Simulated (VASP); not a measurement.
MgO:

```
CELL_PARAMETERS angstrom
0.03741 2.09753 2.09753
2.09753 0.03741 2.09753
2.09753 2.09753 0.03741
ATOMIC_POSITIONS crystal
Mg 0.00000 0.00000 0.00000
O 0.50000 0.50000 0.50000
```

This cell differs from its parent crystal: epitaxial 111 strain -2.0%.

Base run:

| Item | Value |
| --- | --- |
| Program | VASP 6.6.1 |
| Functional | r2SCAN |
| Potentials or basis | VASP PAW PBE potentials, release 64 (Mg, O) |
| Cutoff | 520 eV |
| k mesh | 10 × 10 × 10 |
| Occupations | gaussian, width 0.01 eV |
| Spin | no spin polarisation |

Its results: band gap on the k mesh 5.92 eV, direct; pressure 4.9 GPa.

Question: The run is repeated on the same cell with these changes: functional from r2SCAN to HSE06; k mesh from 10 × 10 × 10 to 8 × 8 × 8. What comes out?

Answer: Band gap on the k mesh 6.78 eV, direct; pressure 5.4 GPa.

Several settings changed at once, so the effect can't be laid on one alone.

Caveats: the PAW data sets were made with another functional, which shifts forces and pressure a little.

